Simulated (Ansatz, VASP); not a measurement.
One calculation of TlAgS2, two programs

```xyz
4
Lattice="4.1384 0.0000 0.0000 0.0000 4.1384 0.0000 0.0000 0.0000 6.0023" Properties=species:S:1:pos:R:3 pbc="T T T"
Ag    0.0000    0.0000    0.0000
S     0.0000    2.0692    1.4681
S     2.0692    0.0000    4.5343
Tl    2.0692    2.0692    3.0012
```

Alike in both runs: task single point; functional PBE; k mesh 6 × 6 × 4; occupations fermi-dirac, width 0.02 eV; no spin polarisation.

|  | VASP | Ansatz |
| --- | --- | --- |
| version | VASP 6.6.1 | Ansatz 0.2.0 |
| potentials or method | VASP PAW PBE potentials, release 64 (Ag, S, Tl_d) | plane waves, PAW |
| plane-wave cutoff (eV) | 520 | 420 |
| valence electrons in the cell | 36 | 44 |

Ansatz gave:

```
pressure (GPa)                     : 1.6
rms of the force components (eV/Å) : 0.069
```

Question: Estimate VASP's values.

Answer: Pressure (GPa): 1.5; rms of the force components (eV/Å): 0.067.

VASP's potentials hold 36 valence electrons a cell and Ansatz's 44, so a difference there can come from the potentials and not from the codes.

Neither program's run includes spin-orbit coupling.
